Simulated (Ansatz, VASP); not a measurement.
## One calculation of ZnSe, two programs

The input INCAR:

```
SYSTEM = ZnSe
ALGO = Normal
DIPOL = 0.5 0.5 0.408
EDIFF = 1E-6
ENCUT = 520
GGA = PE
IDIPOL = 3
ISIF = 2
ISMEAR = 0
LASPH = .TRUE.
LCHARG = .FALSE.
LDIPOL = .TRUE.
LREAL = Auto
LWAVE = .FALSE.
NBANDS = 86
NELM = 80
PREC = Accurate
SIGMA = 0.05
```

Contents of KPOINTS:

```
k-points
0
G
  2 2 1
  0 0 0
```

File POSCAR:

```
ZnSe
1.0
    8.1060462700      0.0000000000      0.0000000000
   -4.0530231350      7.0200419941      0.0000000000
    0.0000000000      0.0000000000     24.1243994152
Se Zn
8 8
Direct
    0.5000000000      0.0000000000      0.3316144730
    0.5000000000      0.5000000000      0.3316144730
    0.0000000000      0.0000000000      0.3316144730
    0.0000000000      0.5000000000      0.3316144730
    0.6762576753      0.8534329321      0.4803821958
    0.6756048070      0.3230957313      0.4803794783
    0.1659302249      0.8334879354      0.4756898299
    0.1468189202      0.3239696182      0.4807758711
    0.1666666667      0.8333333333      0.3659083789
    0.1666666667      0.3333333333      0.3659083789
    0.6666666667      0.8333333333      0.3659083789
    0.6666666667      0.3333333333      0.3659083789
    0.3395542802      0.6607944293      0.4675151595
    0.3390834355      0.1797354085      0.4670046886
    0.8196065674      0.6600633174      0.4678017670
    0.8334242128      0.1668815573      0.4242439112
```

Input for Ansatz:

```yaml
crystal:
  lattice:
    - [8.10604627, 0.0, 0.0]
    - [-4.053023135, 7.0200419941, 0.0]
    - [0.0, 0.0, 24.1243994152]
  atoms:
    - { symbol: Se, position: [0.5, 0.0, 0.331614473] }
    - { symbol: Se, position: [0.5, 0.5, 0.331614473] }
    - { symbol: Se, position: [0.0, 0.0, 0.331614473] }
    - { symbol: Se, position: [0.0, 0.5, 0.331614473] }
    - { symbol: Zn, position: [0.1666666667, 0.8333333333, 0.3659083789] }
    - { symbol: Zn, position: [0.1666666667, 0.3333333333, 0.3659083789] }
    - { symbol: Zn, position: [0.6666666667, 0.8333333333, 0.3659083789] }
    - { symbol: Zn, position: [0.6666666667, 0.3333333333, 0.3659083789] }
    - { symbol: Se, position: [0.6762576753, 0.8534329321, 0.4803821958] }
    - { symbol: Se, position: [0.675604807, 0.3230957313, 0.4803794783] }
    - { symbol: Se, position: [0.1659302249, 0.8334879354, 0.4756898299] }
    - { symbol: Se, position: [0.1468189202, 0.3239696182, 0.4807758711] }
    - { symbol: Zn, position: [0.3395542802, 0.6607944293, 0.4675151595] }
    - { symbol: Zn, position: [0.3390834355, 0.1797354085, 0.4670046886] }
    - { symbol: Zn, position: [0.8196065674, 0.6600633174, 0.467801767] }
    - { symbol: Zn, position: [0.8334242128, 0.1668815573, 0.4242439112] }
basis:
  ecutwfc: 420
kpoints:
  mp_grid: { grid: [2, 2, 1] }
hamiltonian:
  xc: pbe
scf:
  occupations: { method: gaussian, width: 0.05 }
output:
  forces: true
  eigenvalues: true
  write_density: true
  volumetric_format: npy
efield:
  axis: 3
  dipole_correction: true
  ramp_width: 0.04
```

Alike in both runs: task single point; functional PBE; k mesh 2 × 2 × 1; occupations gaussian, width 0.05 eV; no spin polarisation.

```csv
,VASP,Ansatz
version,VASP 6.6.1,Ansatz 0.2.0
potentials or method,"VASP PAW PBE potentials, release 64 (Se, Zn), cutoff 520 eV","scalar-relativistic, plane waves, PAW"
valence electrons in the cell,144,224
```

Ansatz gave:

* gap on the k mesh at the Fermi level (eV): 0.83
* least direct gap on the mesh (eV): 0.83
* rms of the force components (eV/Å): 0.198

Q: Which values does VASP return?

A: gap on the k mesh at the Fermi level (eV): 0.83; least direct gap on the mesh (eV): 0.83; rms of the force components (eV/Å): 0.193.

VASP's potentials hold 144 valence electrons a cell and Ansatz's 224, so a difference there can come from the potentials and not from the codes.

The k mesh is coarse, so the values compare programs but aren't converged.
